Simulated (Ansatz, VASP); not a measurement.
One calculation of SiO2, two programs

```
Si O
1.0
     5.06907    0.00000    0.00000
    -2.53454    4.38995    0.00000
     0.00000    0.00000    8.55849
Si O
4 8
Cartesian
  2.5345 1.4633 8.0271
  2.5345 1.4633 4.8107
  0.0000 2.9266 0.5314
  0.0000 2.9266 3.7478
  -1.0378 1.7975 0.0000
  1.0378 1.7975 4.2792
  2.9935 0.0000 4.2792
  1.4967 2.5924 0.0000
  -1.4967 2.5924 4.2792
  2.5345 1.4633 6.4189
  0.0000 2.9266 2.1396
  2.0756 0.0000 0.0000
```

Alike in both runs: functional PBE; k mesh 6 × 6 × 4; occupations gaussian, width 0.02 eV; no spin polarisation.

Ansatz relaxed the structure, and its values are those at the end. VASP's run is a single point on that final structure, the one shown.

```csv
,VASP,Ansatz
version,VASP 6.6.1,Ansatz 0.2.0
potentials or method,"VASP PAW PBE potentials, release 64 (Si, O), cutoff 520 eV","scalar-relativistic, plane waves, PAW"
valence electrons in the cell,64,64
```

Ansatz gave:

* gap on the k mesh at the Fermi level (eV): 5.48
* least direct gap on the mesh (eV): 5.55
* pressure (GPa): 1.1
* rms of the force components (eV/Å): 0.002

Problem. What did VASP give for the same quantities?

Solution. gap on the k mesh at the Fermi level (eV): 5.48; least direct gap on the mesh (eV): 5.55; pressure (GPa): 1.3; rms of the force components (eV/Å): 0.005.

Ansatz's warnings: stress scf threshold loose.
